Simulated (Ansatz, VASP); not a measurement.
# BP: VASP beside Ansatz

Contents of INCAR:

```
SYSTEM = BP
PREC = Accurate ; ENCUT = 520
EDIFF = 1E-7 ; ISMEAR = -1
SIGMA = 0.05 ; LREAL = .False.
LASPH = .True. ; NELM = 60
ALGO = Normal ; ISIF = 2
LWAVE = .False. ; LCHARG = .False.
GGA = RE ; IVDW = 12
NBANDS = 11
```

The input KPOINTS:

```
regular mesh
0
Gamma
  10 10 10
  0 0 0
```

Contents of POSCAR:

```
BP
1.0
    0.0000000000      2.2226808807      2.2226808807
    2.2226808807      0.0000000000      2.2226808807
    2.2226808807      2.2226808807      0.0000000000
P B
1 1
Direct
    0.7500000000      0.7500000000      0.7500000000
    0.0000000000      0.0000000000      0.0000000000
```

Contents of input.yaml:

```yaml
crystal:
  lattice:
    - [0.0, 2.2226808807, 2.2226808807]
    - [2.2226808807, 0.0, 2.2226808807]
    - [2.2226808807, 2.2226808807, 0.0]
  atoms:
    - { symbol: P, position: [0.75, 0.75, 0.75] }
    - { symbol: B, position: [0.0, 0.0, 0.0] }
hamiltonian:
  xc: revpbe
  pseudopotentials: { kind: paw }
  dispersion: d3bj
kpoints:
  mp_grid: { grid: [10, 10, 10] }
scf:
  occupations: { method: fermi_dirac, width: 0.05 }
output:
  forces: true
  stress: true
  eigenvalues: true
```

Alike in both runs: task single point; functional revPBE; dispersion D3(BJ); k mesh 10 × 10 × 10; occupations fermi-dirac, width 0.05 eV; no spin polarisation.

|  | VASP | Ansatz |
| --- | --- | --- |
| version | VASP 6.6.1 | Ansatz 0.2.0 |
| potentials or method | VASP PAW PBE potentials, release 64 (P, B) | Ansatz PAW |
| plane-wave cutoff (eV) | 520 | 420 |
| valence electrons in the cell | 8 | 8 |

```tsv
	VASP	Ansatz	Ansatz less VASP
gap on the k mesh at the Fermi level (eV)	1.15	1.17	+0.013
least direct gap on the mesh (eV)	3.49	3.50	+0.010
pressure (GPa)	4.3	4.8	+0.51
```

VASP's potentials were made for PBE, not for revPBE.
